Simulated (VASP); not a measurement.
# Eu (Fm-3m) in VASP: notebook

The runs below take Eu through relaxation of cell and atoms, with PBE.

All numbers are computed with VASP 6.6.1; they aren't measurements. Logs are shortened: lines on timing, memory, paths and dates and some standing lists are left out, and cuts for length are marked.

**1. The cell of the first run**

The structure is cubic, space group Fm-3m (No. 225). Conventional cell: a = 4.328 Å, b = 4.328 Å, c = 4.328 Å, α = 90.00°, β = 90.00°, γ = 90.00°. Within 4.0 Å of Eu (site symmetry m-3m) lie 12 Eu at 3.06 Å.

This isn't the form of Eu at room conditions, which is bcc.

**2. Relaxation of cell and atoms, PBE, collinear spin, ferromagnetic start, target pressure 34 GPa, at which the enthalpy is minimised**

Input file INCAR:

```
SYSTEM = Eu
PREC = Accurate
ENCUT = 600
EDIFF = 1E-6
ISMEAR = -1
SIGMA = 0.08
LREAL = .False.
LASPH = .True.
NELM = 150
ALGO = Normal
ISIF = 3
LWAVE = .False.
LCHARG = .False.
ISPIN = 2
MAGMOM = 7
LORBIT = 11
LMAXMIX = 6
GGA = PE
IBRION = 2
NSW = 32
EDIFFG = -0.005
PSTRESS = 340.0
```

Input file KPOINTS:

```
regular mesh
0
Gamma
  15 15 15
  0 0 0
```

Input file POSCAR:

```
Eu
1.0
    0.0000000000      2.1637615867      2.1637615867
    2.1637615867      0.0000000000      2.1637615867
    2.1637615867      2.1637615867      0.0000000000
Eu
1
Direct
    0.0000000000      0.0000000000      0.0000000000
```

Potentials or basis: VASP PAW PBE potentials, release 64 (Eu).

Started as:

```bash
cat potpaw_PBE.64/Eu/POTCAR > POTCAR
mpirun -np 1 vasp_std > vasp.out
```

OUTCAR:

```text
SYSTEM = Eu
   PREC = Accurate
   ENCUT = 600
   EDIFF = 1E-6
   ISMEAR = -1
   LREAL = .False.
   LASPH = .True.
   NELM = 150
   ISIF = 3
   ISPIN = 2
   LORBIT = 11
   GGA = PE
   IBRION = 2
   NSW = 32
   EDIFFG = -0.005
   PSTRESS = 340.0

 ion  position               nearest neighbor table
   1  0.000  0.000  0.000-

  LATTYP: Found a face centered cubic cell.
 ALAT       =     4.3275231734

  Lattice vectors:

 A1 = (   0.0000000000,   2.1637615867,   2.1637615867)
 A2 = (   2.1637615867,   0.0000000000,   2.1637615867)
 A3 = (   2.1637615867,   2.1637615867,   0.0000000000)

Analysis of symmetry for initial positions (statically):
=====================================================================
 Subroutine PRICEL returns:
 Original cell was already a primitive cell.

 Routine SETGRP: Setting up the symmetry group for a
 face centered cubic supercell.

 Subroutine GETGRP returns: Found 48 space group operations
 (whereof 48 operations were pure point group operations)
 out of a pool of 48 trial point group operations.

The static configuration has the point symmetry O_h .

Analysis of symmetry for dynamics (positions and initial velocities):
=====================================================================
 Subroutine PRICEL returns:
 Original cell was already a primitive cell.

 Routine SETGRP: Setting up the symmetry group for a
 face centered cubic supercell.

 Subroutine GETGRP returns: Found 48 space group operations
 (whereof 48 operations were pure point group operations)
 out of a pool of 48 trial point group operations.

The dynamic configuration has the point symmetry O_h .

Analysis of structural, dynamic, and magnetic symmetry:
=====================================================================
 Subroutine PRICEL returns:
 Original cell was already a primitive cell.

 Routine SETGRP: Setting up the symmetry group for a
 face centered cubic supercell.

 Subroutine GETGRP returns: Found 48 space group operations
 (whereof 48 operations were pure point group operations)
 out of a pool of 48 trial point group operations.

The overall configuration has the point symmetry O_h .

 Subroutine INISYM returns: Found 48 space group operations
 (whereof 48 operations are pure point group operations),
 and found     1 'primitive' translations

----------------------------------------------------------------------------------------

                                     Primitive cell

  volume of cell :      20.2609

  direct lattice vectors                    reciprocal lattice vectors
     0.000000000  2.163761587  2.163761587    -0.231079063  0.231079063  0.231079063
     2.163761587  0.000000000  2.163761587     0.231079063 -0.231079063  0.231079063
     2.163761587  2.163761587  0.000000000     0.231079063  0.231079063 -0.231079063

  length of vectors
     3.060020982  3.060020982  3.060020982     0.400240678  0.400240678  0.400240678

  position of ions in fractional coordinates (direct lattice)
     0.000000000  0.000000000  0.000000000

  ion indices of the primitive-cell ions
   primitive index   ion index
                 1           1

----------------------------------------------------------------------------------------

 KPOINTS: regular mesh

Automatic generation of k-mesh.
 Grid dimensions read from file:
 generate k-points for:   15   15   15

 Generating k-lattice:

  Cartesian coordinates                     Fractional coordinates (reciprocal lattice)
    -0.015405271  0.015405271  0.015405271     0.066666667  0.000000000  0.000000000
     0.015405271 -0.015405271  0.015405271     0.000000000  0.066666667  0.000000000
     0.015405271  0.015405271 -0.015405271     0.000000000  0.000000000  0.066666667

  Length of vectors
     0.026682712  0.026682712  0.026682712

  Shift w.r.t. Gamma in fractional coordinates (k-lattice)
     0.000000000  0.000000000  0.000000000

 Subroutine IBZKPT returns following result:
 ===========================================

 Found    120 irreducible k-points:

 Following reciprocal coordinates:
            Coordinates               Weight
  0.000000  0.000000  0.000000      1.000000
  0.066667  0.000000  0.000000      8.000000
  0.133333  0.000000  0.000000      8.000000
  0.200000  0.000000  0.000000      8.000000
  0.266667  0.000000  0.000000      8.000000
  0.333333  0.000000  0.000000      8.000000
[... 16 lines left out ...]
  0.133333  0.133333  0.000000      6.000000
  0.200000  0.133333  0.000000     24.000000
 [... further k-points ...]
   k-points           NKPTS =    120   k-points in BZ     NKDIM =    120   number of bands    NBANDS=     16
   number of dos      NEDOS =    301   number of ions     NIONS =      1
   total plane-waves  NPLWV =  13824
   dimension x,y,z NGX =    24 NGY =   24 NGZ =   24
   dimension x,y,z NGXF=    48 NGYF=   48 NGZF=   48
   ions per type =               1
   NGX,Y,Z   is equivalent  to a cutoff of  13.04, 13.04, 13.04 a.u.
   NGXF,Y,Z  is equivalent  to a cutoff of  26.08, 26.08, 26.08 a.u.
 SYSTEM =  Eu
   PREC   = accura    normal or accurate (medium, high low for compatibility)
   ISTART =      0    job   : 0-new  1-cont  2-samecut
   ICHARG =      2    charge: 1-file 2-atom 10-const
   ISPIN  =      2    spin polarized calculation?
   LNONCOLLINEAR =      F non collinear calculations
   LSORBIT =      F    spin-orbit coupling
   LASPH  =      T    aspherical Exc in radial PAW
   ENCUT  =  600.0 eV  44.10 Ry    6.64 a.u.   6.11  6.11  6.11*2*pi/ulx,y,z
   NELM   =    150;   NELMIN=  2; NELMDL= -5     # of ELM steps
   EDIFF  = 0.1E-05   stopping-criterion for ELM
   LREAL  =      F    real-space projection
   EDIFFG = -.5E-02   stopping-criterion for IOM
   NSW    =     32    number of steps for IOM
   IBRION =      2    ionic relax: 0-MD 1-quasi-New 2-CG
   NFREE  =      1    steps in history (QN), initial steepest desc. (CG)
   ISIF   =      3    stress and relaxation
   ISYM   =      2    0-nonsym 1-usesym 2-fastsym
   POTIM  = 0.5000    time-step for ionic-motion
   TEBEG  =    0.0;   TEEND  =   0.0 temperature during run
   PSTRESS=  340.0 pullay stress
   NELECT =      17.0000    total number of electrons
   NUPDOWN=      -1.0000    fix difference up-down
   EMIN   =  10.00;   EMAX   =-10.00  energy-range for DOS
   EFERMI =   0.00;   METHOD = LEGACY
   ISMEAR =    -1;   SIGMA  =   0.08  broadening in eV -4-tet -1-fermi 0-gaus
   EFERMI_NEDOS =   21; number of points for ismear=-14 and -15
   IALGO  =     38    algorithm
   IMIX   =      4    mixing-type and parameters
     AMIX     =   0.40;   BMIX     =  1.00
     AMIX_MAG =   1.60;   BMIX_MAG =  1.00
  volume/ion in A,a.u.               =      20.26       136.73
  Fermi-wavevector in a.u.,A,eV,Ry     =   1.544087  2.917901 32.439069  2.384204
  Thomas-Fermi vector in A             =   2.649658
   LORBIT       =     11    0 simple, 1 ext, 2 COOP (PROOUT), +10 PAW based schemes
   GGA     = PE    functional components
   LHFCALC =     F    Hartree Fock is set to
   AEXX    =    0.0000 exact exchange contribution
   IVDW    =     0    specifies the selected vdW correction
   LEPSILON=     F    determine dielectric tensor
   LRPA    =     F    only Hartree local field effects (RPA)
 conjugate gradient relaxation of ions
 spin polarized calculation
  energy-cutoff  :      600.00
  volume of cell :       20.26
 maximum number of plane-waves:       688
   NGX = 13   NGY = 13   NGZ = 13

--------------------------------------- Ionic step        1  -------------------------------------------

 number of electron      17.0000001 magnetization       6.9968031

 Free energy of the ion-electron system (eV)
  ---------------------------------------------------
  ext. energy  EPLUGINS =         0.00000000
  ---------------------------------------------------
  free energy    TOTEN  =       -10.12916619 eV

  energy without entropy =      -10.09384959  energy(sigma->0) =      -10.11150789

------------------------ aborting loop because EDIFF is reached ----------------------------------------

  FORCE on cell =-STRESS in cart. coord.  units (eV):
  Direction    XX          YY          ZZ          XY          YZ          ZX
  --------------------------------------------------------------------------------------
  -------------------------------------------------------------------------------------
  Total        4.3390485      4.3390485      4.3390485      0.0000000     -0.0000000      0.0000000
  in kB      343.1206624    343.1206624    343.1206624      0.0000000     -0.0000000      0.0000000
  external PRESSURE =       3.1206624 kB  Pullay stress =     340.0000000 kB
[... 94 lines left out ...]
  energy  without entropy=      -10.1080969413  energy(sigma->0) =      -10.12580526

  enthalpy is  TOTEN    =        -5.8296474289 eV   P V=        4.3138661501

[... ionic steps 4 to 22 ...]

--------------------------------------- Ionic step       23  -------------------------------------------

 number of electron      17.0000000 magnetization       7.0016491

------------------------ aborting loop because EDIFF is reached ----------------------------------------
[... 69 lines left out ...]
--------------------------------------- Ionic step       25  -------------------------------------------

 number of electron      17.0000000 magnetization       7.0008954

 Free energy of the ion-electron system (eV)
  ---------------------------------------------------
  ext. energy  EPLUGINS =         0.00000000
  ---------------------------------------------------
  free energy    TOTEN  =       -10.14717067 eV

  energy without entropy =      -10.11184209  energy(sigma->0) =      -10.12950638

 E-fermi :   5.7426     XC(G=0): -12.3258

 val. band max:        5.7360962380   @ k =   0.3333   0.2667   0.0667
 cond. band min:       5.7444615288   @ k =  -0.2667   0.2000   0.0000
 fundamental gap:      0.0083652908
 Fermi energy:         5.7426025830

 spin component 1

 k-point     1 :       0.0000    0.0000    0.0000
  band No.  band energies     occupation
      1     -36.0679      1.00000
      2     -12.9412      1.00000
      3     -12.9412      1.00000
      4     -12.9412      1.00000
      5       1.4441      1.00000
      6       4.3958      1.00000
[... 433 lines left out ...]
      3     -13.2662      1.00000
      4     -13.2372      1.00000
      5       3.2677      1.00000
      6       4.2256      1.00000
[... 8 lines left out ...]
     15       9.2825      0.00000
     16      10.2147      0.00000

 [... further k-points ...]

 spin component 2

 k-point     1 :       0.0000    0.0000    0.0000
  band No.  band energies     occupation
      1     -33.1281      1.00000
      2     -10.5503      1.00000
      3     -10.5503      1.00000
      4     -10.5503      1.00000
      5       2.6821      1.00000
      6       8.4571      0.00000
[... 433 lines left out ...]
      3     -10.9212      1.00000
      4     -10.8877      1.00000
      5       4.5956      1.00000
      6       6.7592      0.00000
[... 8 lines left out ...]
     15      11.2930      0.00000
     16      12.0726      0.00000

 [... further k-points ...]
[... 5 lines left out ...]
  --------------------------------------------------------------------------------------
  -------------------------------------------------------------------------------------
  Total        4.3149523      4.3149523      4.3149523      0.0000000      0.0000000      0.0000000
  in kB      339.7974725    339.7974725    339.7974725      0.0000000      0.0000000      0.0000000
  external PRESSURE =      -0.2025275 kB  Pullay stress =     340.0000000 kB
[... 20 lines left out ...]
  energy  without entropy=      -10.1118420879  energy(sigma->0) =      -10.12950638

  enthalpy is  TOTEN    =        -5.8296465688 eV   P V=        4.3175240998

 reached required accuracy - stopping structural energy minimisation

 total charge

# of ion       s       p       d       f       tot
--------------------------------------------------
    1        2.127   5.638   0.916   6.488  15.170

 magnetization (x)

# of ion       s       p       d       f       tot
--------------------------------------------------
    1        0.018  -0.067   0.223   6.422   6.596
```

Run time: 6.7 min. Hardware: 1 thread of Intel Xeon 6975P-C (Granite Rapids), shared host; peak memory 0.24 GiB.

What came out:

* Free energy: -10.1472 eV
* Relaxed volume: 20.35 Å³/atom
* Relaxed cell: a = 3.064 Å, b = 3.064 Å, c = 3.064 Å, α = 60.00°, β = 60.00°, γ = 60.00°
* Space group after relaxing (to 0.1 Å): Fm-3m (No. 225)
* Energy change on relaxing (the run minimises the enthalpy): -18.0 meV/atom
* Ionic steps: 25
* Pressure after relaxing: 34.0 GPa
* Band gap on the k mesh: zero (filled and empty bands overlap)
* Net moment: 7.00 μB per cell
* Site moments: Eu +6.60 μB
* Valence electrons inside the program's atomic spheres: Eu 15.17

Step by step:
```tsv
step	energy change (eV)	largest force (eV/Å)	pressure (GPa)	volume (Å³)
1	0.0000	0.0000	34.31	20.26
2	-0.0246	0.0000	33.78	20.38
3	-0.0143	0.0000	33.54	20.33
4	-0.0058	0.0000	33.62	20.29
5	-0.0026	0.0000	33.80	20.27
6	-0.0016	0.0000	34.20	20.27
7	-0.0021	0.0000	34.36	20.27
8	-0.0024	0.0000	34.37	20.27
9	-0.0025	0.0000	34.32	20.27
10	-0.0219	0.0000	33.77	20.36
11	-0.0138	0.0000	33.57	20.33
12	-0.0073	0.0000	33.57	20.30
13	-0.0046	0.0000	33.82	20.28
14	-0.0038	0.0000	34.23	20.28
15	-0.0043	0.0000	34.29	20.28
16	-0.0044	0.0000	34.29	20.28
17	-0.0045	0.0000	34.15	20.28
18	-0.0077	0.0000	34.68	20.30
19	-0.0172	0.0000	35.28	20.34
20	-0.0360	0.0000	33.45	20.43
21	-0.0304	0.0000	33.19	20.40
22	-0.0238	0.0000	33.18	20.37
23	-0.0205	0.0000	33.36	20.36
24	-0.0188	0.0000	33.71	20.35
25	-0.0180	0.0000	33.98	20.35
```

Final structure:
```
Eu
1.0
     0.00000    2.16677    2.16677
     2.16677    0.00000    2.16677
     2.16677    2.16677    0.00000
Eu
1
Direct
  0.00000 0.00000 0.00000
```

Levels at points of the mesh, in eV from the Fermi level:
Spin up:
```
           k point  band 8  band 9  band 10  band 11  band 12  band 13  band 14  band 15  band 16
(0.00, 0.00, 0.00)   -0.86   -0.86    -0.31    -0.31    -0.31     2.15     2.15     2.15     6.32
```
Spin down:
| k point | band 1 | band 2 | band 3 | band 4 | band 5 | band 6 | band 7 | band 8 | band 9 | band 10 |
| --- | --- | --- | --- | --- | --- | --- | --- | --- | --- | --- |
| (0.00, 0.00, 0.00) | -38.87 | -16.29 | -16.29 | -16.29 | -3.06 | 2.71 | 3.40 | 3.40 | 3.40 | 3.63 |

Caveat: the cell is relaxed towards a set pressure, so the run minimises the enthalpy, not the energy; spin-orbit coupling is left out, which moves the levels of the heavy elements; semilocal functionals describe open f shells poorly, which spoils levels, moments and volumes.

**3. Relaxation of cell and atoms, PBE, collinear spin, ferromagnetic start, target pressure 34 GPa, at which the enthalpy is minimised**

This run uses another cell than the first one, of 20.33 Å³/atom.

Input file INCAR:

```
SYSTEM = Eu
PREC = Accurate ; ENCUT = 600
EDIFF = 1E-7 ; ISMEAR = -1
SIGMA = 0.08 ; LREAL = .False.
LASPH = .True. ; NELM = 150
ALGO = Normal ; ISIF = 3
LWAVE = .False. ; LCHARG = .False.
ISPIN = 2 ; MAGMOM = 7
LORBIT = 11 ; LMAXMIX = 6
GGA = PE ; IBRION = 2
NSW = 60 ; EDIFFG = -0.005
PSTRESS = 340.0
```

KPOINTS is that of step 2.

Input file POSCAR:

```
Eu
1.0
    0.0000000000      2.1660429967      2.1660429967
    2.1660429967      0.0000000000      2.1660429967
    2.1660429967      2.1660429967      0.0000000000
Eu
1
Direct
    0.0000000000      0.0000000000      0.0000000000
```

Potentials or basis: VASP PAW PBE potentials, release 64 (Eu).

Started as:

```bash
cat potpaw_PBE.64/Eu/POTCAR > POTCAR
mpirun -np 1 vasp_std > vasp.out
```

Wall time 49 s (1 thread of Intel Xeon 6975P-C (Granite Rapids), shared host); peak memory 0.22 GiB.

Results (log left out):

```yaml
Free_energy: -10.1429 eV
Pressure_after_relaxing: 34.0 GPa
Band_gap_on_the_k_mesh: zero (filled and empty bands overlap)
Net_moment: 7.00 μB per cell
Site_moments: Eu +6.59 μB
Valence_electrons_inside_the_program's_atomic_spheres: Eu 15.17
```

Final structure:
```yaml
crystal:
  lattice:
    - [0.00000, 2.16604, 2.16604]
    - [2.16604, 0.00000, 2.16604]
    - [2.16604, 2.16604, 0.00000]
  atoms:
    - { symbol: Eu, position: [0.00000, 0.00000, 0.00000] }
```

Levels at points of the mesh, in eV from the Fermi level:
Spin up:
| k point | band 8 | band 9 | band 10 | band 11 | band 12 | band 13 | band 14 | band 15 | band 16 |
| --- | --- | --- | --- | --- | --- | --- | --- | --- | --- |
| (0.00, 0.00, 0.00) | -0.86 | -0.86 | -0.31 | -0.31 | -0.31 | 2.15 | 2.15 | 2.15 | 6.33 |
Spin down:
```tsv
k point	band 1	band 2	band 3	band 4	band 5	band 6	band 7	band 8	band 9	band 10
(0.00, 0.00, 0.00)	-38.87	-16.29	-16.29	-16.29	-3.06	2.71	3.40	3.40	3.40	3.63
```

Caveat: the cell is relaxed towards a set pressure, so the run minimises the enthalpy, not the energy; spin-orbit coupling is left out, which moves the levels of the heavy elements; semilocal functionals describe open f shells poorly, which spoils levels, moments and volumes.
